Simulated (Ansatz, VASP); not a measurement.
**SiNi in VASP and in Ansatz**

INCAR

```
SYSTEM = SiNi
  PREC = Accurate
  ENCUT = 690
  EDIFF = 1E-6
  ISMEAR = -1
  SIGMA = 0.05
  LREAL = .False.
  LASPH = .True.
  NELM = 200
  ALGO = Normal
  ISIF = 2
  LWAVE = .False.
  LCHARG = .False.
  ISPIN = 2
  MAGMOM = 1 1 0 0
  LORBIT = 11
  LMAXMIX = 4
  GGA = CA
  NBANDS = 34
  GGA_COMPAT = .False.
```

KPOINTS

```
regular mesh
0
Gamma
  9 8 6
  0 0 0
```

The input POSCAR:

```
SiNi
1.0
    2.9230199262      0.0000000000      0.0000000000
    0.0000000000      3.2583092690      0.0000000000
    0.0000000000      0.0000000000      4.6460535540
Ni Si
2 2
Direct
    0.5000000000      0.5000000000      0.3424955900
    0.0000000000      0.0000000000      0.6575044100
    0.5000000000      0.5000000000      0.8431431600
    0.0000000000      0.0000000000      0.1568568400
```

File input.yaml:

```yaml
crystal:
  lattice:
    - [2.9230199262, 0.0, 0.0]
    - [0.0, 3.258309269, 0.0]
    - [0.0, 0.0, 4.646053554]
  atoms:
    - { symbol: Ni, position: [0.5, 0.5, 0.34249559], spin: 1.0 }
    - { symbol: Ni, position: [0.0, 0.0, 0.65750441], spin: 1.0 }
    - { symbol: Si, position: [0.5, 0.5, 0.84314316] }
    - { symbol: Si, position: [0.0, 0.0, 0.15685684] }
hamiltonian:
  xc: lda
  pseudopotentials: { kind: paw }
magnetization:
  spin_polarized: true
kpoints:
  mp_grid: { grid: [9, 8, 6] }
scf:
  occupations: { method: fermi_dirac, width: 0.05 }
output:
  forces: true
  stress: true
  eigenvalues: true
```

Alike in both runs: task single point; functional LDA; k mesh 9 × 8 × 6; occupations fermi-dirac, width 0.05 eV; collinear spin.

|  | VASP | Ansatz |
| --- | --- | --- |
| version | VASP 6.6.1 | Ansatz 0.2.0 |
| potentials or method | VASP PAW LDA potentials, release 64 (Ni_sv_GW, Si) | Ansatz PAW |
| plane-wave cutoff (eV) | 690 | 420 |
| valence electrons in the cell | 44 | 44 |

|  | VASP | Ansatz | Ansatz less VASP |
| --- | --- | --- | --- |
| gap on the k mesh at the Fermi level (eV) | none | none | - |
| pressure (GPa) | -1.2 | -0.9 | +0.29 |
| traceless stress, the component that is largest in VASP (GPa) | -1.12 | -1.30 | -0.175 |
| rms of the force components (eV/Å) | 0.081 | 0.086 | +0.0049 |
| net moment per atom (μB) | 0.00 | 0.00 | 0.000 |

LDA's correlation is that of Perdew and Zunger in VASP and of Perdew and Wang (1992) in Ansatz. Atom by atom the forces differ by 0.010 eV/Å (rms over components). A gap of «none» marks a metal or a gap that the smearing closes.
